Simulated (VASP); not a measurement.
Set up this calculation in VASP 6.6.1, as the native input.

```yaml
Task: single point
Functional: PBE
Potentials_or_basis: VASP PAW PBE potentials, release 64 (Sr_sv, Ga_d, As)
Cutoff: 400 eV
k_mesh: 3 × 3 × 3
Occupations: gaussian, width 0.05 eV
Spin: no spin polarisation
Dipole_correction: no
Further_INCAR_settings: LREAL = Auto; ALGO = Normal; EDIFF = 1e-06; NBANDS = 164
```

The structure of SrGa15As16 (a cell with a defect) lies in POSCAR:

```
SrGa15As16
1.0
   -5.7459815093     -5.7459815093      5.7459815093
    5.7459815093      5.7459815093      5.7459815093
   -5.7459815093      5.7459815093     -5.7459815093
Sr Ga As
1 15 16
Direct
    0.2500000000      0.5000000000      0.2500000000
    0.5067656498      0.5000000000     -0.0026995101
    0.2500000000      0.7567656498     -0.0026995101
    0.7500000000      0.5000000000      0.7500000000
    0.5026995101      0.7526995101      0.7594651599
    0.2500000000      0.0000000000      0.7500000000
   -0.0026995101      0.5000000000      0.5067656498
    0.7594651599      0.7526995101      0.5026995101
    0.5026995101      0.0094651599      0.5026995101
    0.2500000000      0.2473004899      0.5067656498
   -0.0026995101      0.7567656498      0.2500000000
    0.7500000000      0.0000000000      0.2500000000
    0.5067656498      0.2473004899      0.2500000000
   -0.0067656498     -0.0094651599     -0.0067656498
    0.7405348401      0.2432343502     -0.0067656498
   -0.0067656498      0.2432343502      0.7405348401
   -0.0384590688      0.2115409312     -0.0384590688
    0.2500000000      0.2478862801      0.7543936107
   -0.0021137199      0.5000000000      0.7543936107
    0.5021137199      0.2565073306      0.5021137199
    0.2500000000      0.5000000000      0.5384590688
    0.0065073306      0.7521137199      0.5021137199
    0.7543936107      0.2478862801      0.2500000000
    0.5384590688      0.5000000000      0.2500000000
    0.2500000000      0.7884590688      0.2500000000
   -0.0021137199      0.0043936107      0.2500000000
    0.7543936107      0.5000000000     -0.0021137199
    0.5021137199      0.7521137199      0.0065073306
    0.2500000000      0.0043936107     -0.0021137199
    0.7456063893      0.7434926694      0.7456063893
    0.4934926694     -0.0043936107      0.7456063893
    0.7456063893     -0.0043936107      0.4934926694
```

The input as run:

INCAR

```
PREC = Accurate ; ENCUT = 400
EDIFF = 1E-6 ; ISMEAR = 0
SIGMA = 0.05 ; LREAL = Auto
LASPH = True ; NELM = 120
ALGO = Normal ; ISIF = 2
LWAVE = False ; LCHARG = False
GGA = PE ; NBANDS = 164
GGA_COMPAT = False
```

KPOINTS

```
regular mesh
0
Gamma
  3 3 3
```

Potentials or basis: VASP PAW PBE potentials, release 64 (Sr_sv, Ga_d, As).

Run with:

```sh
$ cat potpaw_PBE.64/Sr_sv/POTCAR potpaw_PBE.64/Ga_d/POTCAR potpaw_PBE.64/As/POTCAR > POTCAR
$ mpirun -np 1 vasp_std > vasp.out
```

Results of the run:

| Quantity | Value |
| --- | --- |
| Pressure | 2.4 GPa |
| Largest force | 0.017 eV/Å |
| Band gap on the k mesh | zero (an odd number of electrons rules out a gap without spin polarisation) |

Caveat: an odd number of electrons without spin polarisation forces a metal; a magnetic or distorted state may lie lower.

It took 23 min on 1 thread of Intel(R) Xeon(R) 6975P-C (Granite Rapids) (shared host), peak memory 0.8 GiB.
